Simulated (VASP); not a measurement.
Here is a VASP 6.6.1 calculation.

The input INCAR:

```
PREC = Accurate ; ENCUT = 500
EDIFF = 1E-6 ; ISMEAR = 0
SIGMA = 0.05 ; LREAL = F
LASPH = T ; NELM = 120
ALGO = Normal ; ISIF = 2
LWAVE = F ; LCHARG = T
GGA = PE ; LELF = T
LVHAR = T ; NBANDS = 50
GGA_COMPAT = F
```

File KPOINTS:

```
Automatic mesh
0
Gamma
  4 8 6
```

Contents of POSCAR:

```
GeS
1.0
   10.7805115341      0.0000000000      0.0000000000
    0.0000000000      3.6678294942      0.0000000000
    0.0000000000      0.0000000000      4.4504162674
Ge S
4 4
Direct
    0.1259048197      0.2500000000      0.1349203576
    0.8740951803      0.7500000000      0.8650796424
    0.3740951803      0.7500000000      0.6349203576
    0.6259048197      0.2500000000      0.3650796424
    0.8471176922      0.2500000000      0.5025596800
    0.1528823078      0.7500000000      0.4974403200
    0.6528823078      0.7500000000      0.0025596800
    0.3471176922      0.2500000000      0.9974403200
```

Potentials or basis: VASP PAW PBE potentials, release 64 (Ge_d, S).

The run is started by

```sh
$ cat potpaw_PBE.64/Ge_d/POTCAR potpaw_PBE.64/S/POTCAR > POTCAR
$ mpirun -np 1 vasp_std > vasp.out
```

Question: Estimate the largest force.

Answer: 0.005 eV/Å.

Question: Estimate the band gap on the k mesh.

Answer: 1.24 eV.

Question: Predict the pressure.

Answer: -0.1 GPa.

Forces on the atoms (eV/Å):
```
Ge   0.002  0.000 -0.005
Ge  -0.002  0.000  0.005
Ge  -0.002  0.000 -0.005
Ge   0.002  0.000  0.005
S    0.000  0.000 -0.003
S    0.000  0.000  0.003
S    0.000  0.000 -0.003
S    0.000  0.000  0.003
```

A k mesh can miss the band edges.
